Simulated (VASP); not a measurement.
A run of VASP 6.6.1:

File INCAR:

```
ALGO = Normal
EDIFF = 1E-6
EDIFFG = -0.04
ENCUT = 600
GGA = PE
IBRION = 2
ISIF = 3
ISMEAR = 0
LASPH = T
LCHARG = F
LREAL = F
LWAVE = F
NELM = 100
NSW = 90
PREC = Accurate
SIGMA = 0.1
```

File KPOINTS:

```
k-points
0
Gamma
  4 4 4
```

POSCAR

```
InSe
1.0
    4.0195240465      0.0000000000      0.0000000000
    0.0000000000      4.0195240465      0.0000000000
    0.0000000000      0.0000000000      4.0195240465
In Se
1 1
Direct
    0.0000000000      0.0000000000      0.0000000000
    0.5000000000      0.5000000000      0.5000000000
```

Potentials or basis: VASP PAW PBE potentials, release 64 (In_d, Se).

Run with:

```sh
$ cat potpaw_PBE.64/In_d/POTCAR potpaw_PBE.64/Se/POTCAR > POTCAR
$ mpirun -np 1 vasp_std > vasp.out
```

Hardware: 1 thread of Intel(R) Xeon(R) 6975P-C (Granite Rapids), on a shared host.

Problem. How long does it take, and how much memory?

Solution. It took 20 s on 1 thread of Intel(R) Xeon(R) 6975P-C (Granite Rapids) (shared host), peak memory 0.19 GiB. Counts: scf iterations 34, k points 10, ion steps 4.
